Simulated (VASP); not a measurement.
# I (Cmce) in VASP: further runs

I is run at these levels: PBE; tasks: single point.

Everything below comes from runs of VASP 6.6.1. Logs are shortened: lines on timing, memory, paths and dates and some standing lists are left out, and cuts for length are marked.

## (1) The cell of the first run

It takes space group Cmce (No. 64, orthorhombic). Conventional cell: a = 8.195 Å, b = 4.690 Å, c = 9.679 Å, α = 90.00°, β = 90.00°, γ = 90.00°. Within 3.7 Å of I (site symmetry m) lie 3 I at 2.81 to 3.41 Å.

## (2) Single point, PBE

Contents of INCAR:

```
SYSTEM = I
  PREC = Accurate
  ENCUT = 520
  EDIFF = 1E-7
  ISMEAR = 0
  SIGMA = 0.1
  LREAL = .False.
  LASPH = .True.
  NELM = 100
  ALGO = Normal
  ISIF = 2
  LWAVE = .False.
  LCHARG = .False.
  GGA = PE
  NBANDS = 22
```

Contents of KPOINTS:

```
regular mesh
0
Gamma
  6 6 2
  0 0 0
```

Contents of POSCAR:

```
I
1.0
    4.0974116735     -2.3451453243      0.0000000000
    4.0974116735      2.3451453243      0.0000000000
    0.0000000000      0.0000000000      9.6788573490
I
4
Direct
    0.8367920299      0.1632079701      0.8780793230
    0.3367920299      0.6632079701      0.6219206770
    0.1632079701      0.8367920299      0.1219206770
    0.6632079701      0.3367920299      0.3780793230
```

Potentials or basis: VASP PAW PBE potentials, release 64 (I).

Command:

```
$ cat potpaw_PBE.64/I/POTCAR > POTCAR
$ mpirun -np 1 vasp_std > vasp.out
```

OUTCAR:

```text
SYSTEM = I
   PREC = Accurate
   ENCUT = 520
   EDIFF = 1E-7
   ISMEAR = 0
   LREAL = .False.
   LASPH = .True.
   NELM = 100
   ISIF = 2
   GGA = PE

 ion  position               nearest neighbor table
   1  0.837  0.163  0.878-   3 2.81   2 3.41   2 3.41
   2  0.337  0.663  0.622-   4 2.81   1 3.41   1 3.41
   3  0.163  0.837  0.122-   1 2.81   4 3.41   4 3.41
   4  0.663  0.337  0.378-   2 2.81   3 3.41   3 3.41

  LATTYP: Found a base centered orthorhombic cell.
 ALAT       =     4.6902906486
 B/A-ratio  =     1.7471888122
 C/A-ratio  =     2.0635943642

  Lattice vectors:

 A1 = (  -4.0974116735,  -2.3451453243,   0.0000000000)
 A2 = (   4.0974116735,  -2.3451453243,   0.0000000000)
 A3 = (   0.0000000000,   0.0000000000,   9.6788573490)

Analysis of symmetry for initial positions (statically):
=====================================================================
 Subroutine PRICEL returns:
 Original cell was already a primitive cell.

 Routine SETGRP: Setting up the symmetry group for a
 base centered orthorhombic supercell.

 Subroutine GETGRP returns: Found  8 space group operations
 (whereof  4 operations were pure point group operations)
 out of a pool of  8 trial point group operations.

The static configuration has the point symmetry C_2h.
 The point group associated with its full space group is D_2h.

Analysis of symmetry for dynamics (positions and initial velocities):
=====================================================================
 Subroutine PRICEL returns:
 Original cell was already a primitive cell.

 Routine SETGRP: Setting up the symmetry group for a
 base centered orthorhombic supercell.

 Subroutine GETGRP returns: Found  8 space group operations
 (whereof  4 operations were pure point group operations)
 out of a pool of  8 trial point group operations.

The dynamic configuration has the point symmetry C_2h.
 The point group associated with its full space group is D_2h.

 Subroutine INISYM returns: Found  8 space group operations
 (whereof  4 operations are pure point group operations),
 and found     1 'primitive' translations

----------------------------------------------------------------------------------------

                                     Primitive cell

  volume of cell :     186.0088

  direct lattice vectors                    reciprocal lattice vectors
     4.097411673 -2.345145324  0.000000000     0.122028256 -0.213206403  0.000000000
     4.097411673  2.345145324  0.000000000     0.122028256  0.213206403  0.000000000
     0.000000000  0.000000000  9.678857349     0.000000000  0.000000000  0.103317981

  length of vectors
     4.721068631  4.721068631  9.678857349     0.245658026  0.245658026  0.103317981

  position of ions in fractional coordinates (direct lattice)
     0.836792030  0.163207970  0.878079323
     0.336792030  0.663207970  0.621920677
     0.163207970  0.836792030  0.121920677
     0.663207970  0.336792030  0.378079323

  ion indices of the primitive-cell ions
   primitive index   ion index
                 1           1
                 2           2
                 3           3
                 4           4

----------------------------------------------------------------------------------------

 KPOINTS: regular mesh

Automatic generation of k-mesh.
 Grid dimensions read from file:
 generate k-points for:    6    6    2

 Generating k-lattice:

  Cartesian coordinates                     Fractional coordinates (reciprocal lattice)
     0.020338043 -0.035534401  0.000000000     0.166666667  0.000000000  0.000000000
     0.020338043  0.035534401  0.000000000     0.000000000  0.166666667  0.000000000
     0.000000000  0.000000000  0.051658991     0.000000000  0.000000000  0.500000000

  Length of vectors
     0.040943004  0.040943004  0.051658991

  Shift w.r.t. Gamma in fractional coordinates (k-lattice)
     0.000000000  0.000000000  0.000000000

 Subroutine IBZKPT returns following result:
 ===========================================

 Found     26 irreducible k-points:

 Following reciprocal coordinates:
            Coordinates               Weight
  0.000000  0.000000  0.000000      1.000000
  0.166667 -0.000000  0.000000      4.000000
  0.333333  0.000000  0.000000      4.000000
  0.500000  0.000000  0.000000      2.000000
  0.166667  0.166667  0.000000      2.000000
  0.333333  0.166667  0.000000      4.000000
[... 16 lines left out ...]
  0.333333  0.333333  0.500000      2.000000
  0.500000  0.333333  0.500000      4.000000
 [... further k-points ...]
   k-points           NKPTS =     26   k-points in BZ     NKDIM =     26   number of bands    NBANDS=     22
   number of dos      NEDOS =    301   number of ions     NIONS =      4
   total plane-waves  NPLWV =  93312
   dimension x,y,z NGX =    36 NGY =   36 NGZ =   72
   dimension x,y,z NGXF=    72 NGYF=   72 NGZF=  144
   ions per type =               4
   NGX,Y,Z   is equivalent  to a cutoff of  12.68, 12.68, 12.37 a.u.
   NGXF,Y,Z  is equivalent  to a cutoff of  25.35, 25.35, 24.73 a.u.
 SYSTEM =  I
   PREC   = accura    normal or accurate (medium, high low for compatibility)
   ISTART =      0    job   : 0-new  1-cont  2-samecut
   ICHARG =      2    charge: 1-file 2-atom 10-const
   ISPIN  =      1    spin polarized calculation?
   LNONCOLLINEAR =      F non collinear calculations
   LSORBIT =      F    spin-orbit coupling
   LASPH  =      T    aspherical Exc in radial PAW
   ENCUT  =  520.0 eV  38.22 Ry    6.18 a.u.   8.78  8.78 18.00*2*pi/ulx,y,z
   NELM   =    100;   NELMIN=  2; NELMDL= -5     # of ELM steps
   EDIFF  = 0.1E-06   stopping-criterion for ELM
   LREAL  =      F    real-space projection
   EDIFFG = 0.1E-05   stopping-criterion for IOM
   NSW    =      0    number of steps for IOM
   IBRION =     -1    ionic relax: 0-MD 1-quasi-New 2-CG
   NFREE  =      0    steps in history (QN), initial steepest desc. (CG)
   ISIF   =      2    stress and relaxation
   ISYM   =      2    0-nonsym 1-usesym 2-fastsym
   POTIM  = 0.5000    time-step for ionic-motion
   TEBEG  =    0.0;   TEEND  =   0.0 temperature during run
   PSTRESS=    0.0 pullay stress
   NELECT =      28.0000    total number of electrons
   NUPDOWN=      -1.0000    fix difference up-down
   EMIN   =  10.00;   EMAX   =-10.00  energy-range for DOS
   EFERMI =   0.00;   METHOD = LEGACY
   ISMEAR =     0;   SIGMA  =   0.10  broadening in eV -4-tet -1-fermi 0-gaus
   EFERMI_NEDOS =   21; number of points for ismear=-14 and -15
   IALGO  =     38    algorithm
   IMIX   =      4    mixing-type and parameters
     AMIX     =   0.40;   BMIX     =  1.00
     AMIX_MAG =   1.60;   BMIX_MAG =  1.00
  volume/ion in A,a.u.               =      46.50       313.81
  Fermi-wavevector in a.u.,A,eV,Ry     =   0.870863  1.645692 10.318684  0.758402
  Thomas-Fermi vector in A             =   1.989888
   LORBIT       =      0    0 simple, 1 ext, 2 COOP (PROOUT), +10 PAW based schemes
   GGA     = PE    functional components
   LHFCALC =     F    Hartree Fock is set to
   AEXX    =    0.0000 exact exchange contribution
   IVDW    =     0    specifies the selected vdW correction
   LEPSILON=     F    determine dielectric tensor
   LRPA    =     F    only Hartree local field effects (RPA)
 non-spin polarized calculation
 Gauss-broadening in eV      SIGMA  =   0.10
  energy-cutoff  :      520.00
  volume of cell :      186.01
 maximum number of plane-waves:      5028
   NGX = 17   NGY = 17   NGZ = 35

 number of electron      27.9999999 magnetization

 Free energy of the ion-electron system (eV)
  ---------------------------------------------------
  ext. energy  EPLUGINS =         0.00000000
  ---------------------------------------------------
  free energy    TOTEN  =        -6.07040083 eV

  energy without entropy =       -6.07040083  energy(sigma->0) =       -6.07040083

 E-fermi :   2.2670     XC(G=0):  -7.5938

 val. band max:        1.8300651674   @ k =   0.5000   0.0000   0.5000
 cond. band min:       2.8946967861   @ k =   0.5000   0.3333   0.0000
 fundamental gap:      1.0646316187
 Fermi energy:         2.2669530414

 k-point     1 :       0.0000    0.0000    0.0000
  band No.  band energies     occupation
      1     -11.4796      2.00000
      2     -10.8111      2.00000
      3      -9.9331      2.00000
      4      -8.7881      2.00000
      5      -2.4601      2.00000
      6      -1.2681      2.00000
[... 14 lines left out ...]
     21       9.1316      0.00000
     22       9.6520      0.00000

 k-point     2 :       0.1667   -0.0000    0.0000
  band No.  band energies     occupation
      1     -11.3918      2.00000
      2     -10.7975      2.00000
      3      -9.8685      2.00000
      4      -8.8910      2.00000
      5      -2.4703      2.00000
      6      -1.5401      2.00000
[... 14 lines left out ...]
     21       8.9170      0.00000
     22       9.2125      0.00000

 k-point     3 :       0.3333    0.0000    0.0000
  band No.  band energies     occupation
      1     -11.1687      2.00000
      2     -10.8049      2.00000
      3      -9.6950      2.00000
      4      -9.1504      2.00000
      5      -2.5837      2.00000
      6      -2.2117      2.00000
[... 14 lines left out ...]
     21       9.1820      0.00000
     22      10.0101      0.00000

 k-point     4 :       0.5000    0.0000    0.0000
  band No.  band energies     occupation
      1     -10.9291      2.00000
      2     -10.9291      2.00000
      3      -9.4468      2.00000
      4      -9.4468      2.00000
      5      -2.6028      2.00000
      6      -2.6028      2.00000
[... 14 lines left out ...]
     21      10.3702      0.00000
     22      10.3702      0.00000

 k-point     5 :       0.1667    0.1667    0.0000
  band No.  band energies     occupation
      1     -11.4449      2.00000
      2     -10.7871      2.00000
      3      -9.9039      2.00000
      4      -8.7837      2.00000
      5      -2.4279      2.00000
      6      -1.3087      2.00000
[... 14 lines left out ...]
     21       9.0576      0.00000
     22       9.3275      0.00000

 k-point     6 :       0.3333    0.1667    0.0000
  band No.  band energies     occupation
      1     -11.3353      2.00000
      2     -10.7627      2.00000
      3      -9.8213      2.00000
      4      -8.8898      2.00000
      5      -2.4302      2.00000
      6      -1.6049      2.00000
[... 14 lines left out ...]
     21       8.9901      0.00000
     22       9.5116      0.00000

 k-point     7 :       0.5000    0.1667    0.0000
  band No.  band energies     occupation
      1     -11.1193      2.00000
      2     -10.7894      2.00000
      3      -9.6520      2.00000
      4      -9.1640      2.00000
      5      -2.5597      2.00000
      6      -2.2625      2.00000
[... 324 lines left out ...]
      6      -2.2859      2.00000
[... 14 lines left out ...]
     21       9.4173      0.00000
     22       9.4173      0.00000

 k-point    21 :      -0.3333    0.1667    0.5000
  band No.  band energies     occupation
      1     -10.9284      2.00000
      2     -10.9284      2.00000
      3      -9.4496      2.00000
      4      -9.4496      2.00000
      5      -2.2922      2.00000
      6      -2.2922      2.00000
[... 14 lines left out ...]
     21       9.4995      0.00000
     22       9.4995      0.00000

 k-point    22 :      -0.1667    0.1667    0.5000
  band No.  band energies     occupation
      1     -11.0340      2.00000
      2     -11.0340      2.00000
      3      -9.4016      2.00000
      4      -9.4016      2.00000
      5      -2.2917      2.00000
      6      -2.2917      2.00000
[... 14 lines left out ...]
     21       9.1197      0.00000
     22       9.1197      0.00000

 k-point    23 :       0.3333    0.3333    0.5000
  band No.  band energies     occupation
      1     -11.1389      2.00000
      2     -11.1389      2.00000
      3      -9.2387      2.00000
      4      -9.2387      2.00000
      5      -1.9300      2.00000
      6      -1.9300      2.00000
[... 14 lines left out ...]
     21       9.5154      0.00000
     22       9.5154      0.00000

 k-point    24 :       0.5000    0.3333    0.5000
  band No.  band energies     occupation
      1     -11.0658      2.00000
      2     -11.0658      2.00000
      3      -9.2740      2.00000
      4      -9.2740      2.00000
      5      -2.1021      2.00000
      6      -2.1021      2.00000
[... 14 lines left out ...]
     21       9.4516      0.00000
     22       9.4516      0.00000

 [... further k-points ...]
[... 5 lines left out ...]
  --------------------------------------------------------------------------------------
  -------------------------------------------------------------------------------------
  Total        0.3241912      0.0156137      0.1026100      0.0000000      0.0000000      0.0000000
  in kB        2.7924044      0.1344879      0.8838263      0.0000000      0.0000000      0.0000000
  external PRESSURE =       1.2702395 kB  Pullay stress =       0.0000000 kB

 VOLUME and BASIS-vectors are now :
 -----------------------------------------------------------------------------
  energy-cutoff  :      520.00
  volume of cell :      186.01
      direct lattice vectors                 reciprocal lattice vectors
     4.097411673 -2.345145324  0.000000000     0.122028256 -0.213206403  0.000000000
     4.097411673  2.345145324  0.000000000     0.122028256  0.213206403  0.000000000
     0.000000000  0.000000000  9.678857349     0.000000000  0.000000000  0.103317981

 POSITION                                       TOTAL-FORCE (eV/Angst)
 -----------------------------------------------------------------------------------
      4.09741     -1.57965      8.49880         0.000000     -0.027959      0.019103
      4.09741      0.76549      6.01948         0.000000     -0.027959     -0.019103
      4.09741      1.57965      1.18005         0.000000      0.027959     -0.019103
      4.09741     -0.76549      3.65938         0.000000      0.027959      0.019103
 -----------------------------------------------------------------------------------
    total drift:                               -0.000000     -0.000000     -0.000000

  FREE ENERGIE OF THE ION-ELECTRON SYSTEM (eV)
  ---------------------------------------------------
  free  energy   TOTEN  =        -6.0704008306 eV

  energy  without entropy=       -6.0704008305  energy(sigma->0) =       -6.07040083
```

Run time: 54 s. Hardware: 1 thread of Intel Xeon Platinum 8488C (Sapphire Rapids), shared host; peak memory 0.31 GiB.

What came out:

```yaml
Free_energy: -6.0704 eV
Pressure: 0.1 GPa
Largest_force: 0.034 eV/Å
Band_gap_on_the_k_mesh: 1.06 eV (least direct gap 1.19 eV)
```

Forces in eV/Å, atoms in the order of the input:
```
I    0.000 -0.028  0.019
I    0.000 -0.028 -0.019
I    0.000  0.028 -0.019
I    0.000  0.028  0.019
```

Stress tensor (GPa, compression positive):
```
0.28 0.00 0.00
0.00 0.01 0.00
0.00 0.00 0.09
```

Caveat: spin-orbit coupling is left out, which moves the levels of the heavy elements. A k mesh can miss the band edges.

## (3) Single point, PBE

This run uses another cell than the first one, of 50.49 Å³/atom.

Contents of INCAR:

```
PREC     = Accurate       # precision mode
ENCUT    = 520            # plane-wave cutoff, eV
EDIFF    = 1E-6           # SCF threshold, eV
ISMEAR   = 0              # smearing method
SIGMA    = 0.02           # smearing width, eV
LREAL    = False          # projectors in reciprocal space
LASPH    = True           # aspherical terms in the spheres
NELM     = 80             # most SCF steps
ALGO     = Normal         # electronic algorithm
ISIF     = 2              # what is computed and relaxed
LWAVE    = False          # write WAVECAR
LCHARG   = True           # write CHGCAR
GGA      = PE             # functional
LELF     = True           # ELF
LVHAR    = True         
NBANDS   = 22             # bands
```

Contents of KPOINTS:

```
Automatic mesh
0
Gamma
  8 8 4
```

Contents of POSCAR:

```
I
1.0
    4.4579524449     -2.3052081014      0.0000000000
    4.4579524449      2.3052081014      0.0000000000
    0.0000000000      0.0000000000      9.8271429891
I
4
Direct
    0.8406142010      0.1593857990      0.8779257833
    0.3406142010      0.6593857990      0.6220742167
    0.1593857990      0.8406142010      0.1220742167
    0.6593857990      0.3406142010      0.3779257833
```

Potentials or basis: VASP PAW PBE potentials, release 64 (I).

Command:

```
$ cat potpaw_PBE.64/I/POTCAR > POTCAR
$ mpirun -np 1 vasp_std > vasp.out
```

It took 3.2 min on 1 thread of Intel Xeon Platinum 8488C (Sapphire Rapids), shared host; peak memory 0.47 GiB.

Results (log left out):

| Item | Value |
| --- | --- |
| Free energy | -6.0929 eV |
| Pressure | 0.0 GPa |
| Largest force | 0.020 eV/Å |
| Band gap on the k mesh | 1.02 eV (least direct gap 1.08 eV) |

Forces on the atoms (eV/Å):
```
I    0.000 -0.008  0.018
I    0.000 -0.008 -0.018
I    0.000  0.008 -0.018
I    0.000  0.008  0.018
```

Levels at points of the mesh, in eV from the valence-band top:
| k point | band 12 | band 13 | band 14 | band 15 | band 16 | band 17 |
| --- | --- | --- | --- | --- | --- | --- |
| (0.00, 0.00, 0.00) | -0.76 | -0.58 | 0.00 | 1.08 | 1.87 | 4.66 |
| (0.50, 0.00, 0.00) | -1.44 | -0.71 | -0.71 | 2.14 | 2.14 | 5.48 |
| (0.50, 0.50, 0.00) | -1.33 | -0.63 | -0.15 | 1.05 | 1.80 | 5.19 |
| (0.00, 0.00, 0.50) | -0.88 | -0.30 | -0.30 | 1.28 | 1.28 | 5.10 |
| (0.50, 0.00, 0.50) | -0.74 | -0.02 | -0.02 | 1.38 | 1.38 | 5.83 |
| (0.50, 0.50, 0.50) | -0.95 | -0.71 | -0.71 | 1.26 | 1.26 | 6.12 |

Caveat: spin-orbit coupling is left out, which moves the levels of the heavy elements. Expect the measured gap to be larger: semilocal functionals such as PBE lack the derivative discontinuity.
